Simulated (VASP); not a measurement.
# HfO2: single point with r2SCAN

HfO2:

```xyz
6
Lattice="4.8383 0.0000 0.0000 0.0000 4.8383 0.0000 0.0000 0.0000 3.2200" Properties=species:S:1:pos:R:3 pbc="T T T"
Hf    2.4191    2.4191    1.6100
Hf    0.0000    0.0000    0.0000
O     0.9432    3.8950    1.6100
O     3.8950    0.9432    1.6100
O     1.4759    1.4759    0.0000
O     3.3624    3.3624    0.0000
```

```json
{
  "Program": "VASP 6.6.1",
  "Task": "single point",
  "Functional": "r2SCAN",
  "Potentials or basis": "VASP PAW PBE potentials, release 64 (Hf_pv, O)",
  "Cutoff": "520 eV",
  "k mesh": "6 × 6 × 8",
  "Occupations": "fermi-dirac, width 0.02 eV",
  "Spin": "no spin polarisation",
  "Dipole correction": "no",
  "Further INCAR settings": "ALGO = Normal; EDIFF = 1e-06; NBANDS = 31"
}
```

The pressure is -3.2 GPa and the largest force is 0.056 eV/Å. The band gap on the k mesh is 4.47 eV.

Forces on the atoms (eV/Å):
```
Hf   0.000  0.000  0.000
Hf   0.000  0.000  0.000
O   -0.040  0.040  0.000
O    0.040 -0.040  0.000
O    0.040  0.040  0.000
O   -0.040 -0.040  0.000
```

Stress tensor (GPa, compression positive):
```
-2.92  0.00  0.00
 0.00 -2.92  0.00
 0.00  0.00 -3.74
```

Levels at points of the mesh, in eV from the valence-band top:
| k point | band 19 | band 20 | band 21 | band 22 | band 23 | band 24 | band 25 | band 26 |
| --- | --- | --- | --- | --- | --- | --- | --- | --- |
| (0.00, 0.00, 0.00) | -0.79 | -0.52 | -0.52 | 0.00 | 4.47 | 4.62 | 5.71 | 6.07 |
| (0.50, 0.00, 0.00) | -1.50 | -1.50 | -0.67 | -0.67 | 5.11 | 5.11 | 6.69 | 6.69 |
| (0.50, 0.50, 0.00) | -1.20 | -1.20 | -0.89 | -0.89 | 4.68 | 4.68 | 6.14 | 6.14 |
| (0.00, 0.00, 0.50) | -2.09 | -2.09 | -1.01 | -1.01 | 6.07 | 6.07 | 6.57 | 6.57 |
| (0.50, 0.00, 0.50) | -1.78 | -1.78 | -0.95 | -0.95 | 4.69 | 4.69 | 6.81 | 6.81 |
| (0.50, 0.50, 0.50) | -1.10 | -1.10 | -0.54 | -0.54 | 5.61 | 5.61 | 6.35 | 6.35 |

Run time: 4.9 min on 1 thread of Intel(R) Xeon(R) Platinum 8259CL CPU @ 2.50GHz (Skylake/Cascade Lake), on a shared host, peak memory 0.24 GiB.

Caveat: the cell stands under tension; the PAW data sets were made with another functional, which shifts forces and pressure a little; spin-orbit coupling is left out, which moves the levels of the heavy elements. A k mesh can miss the band edges.
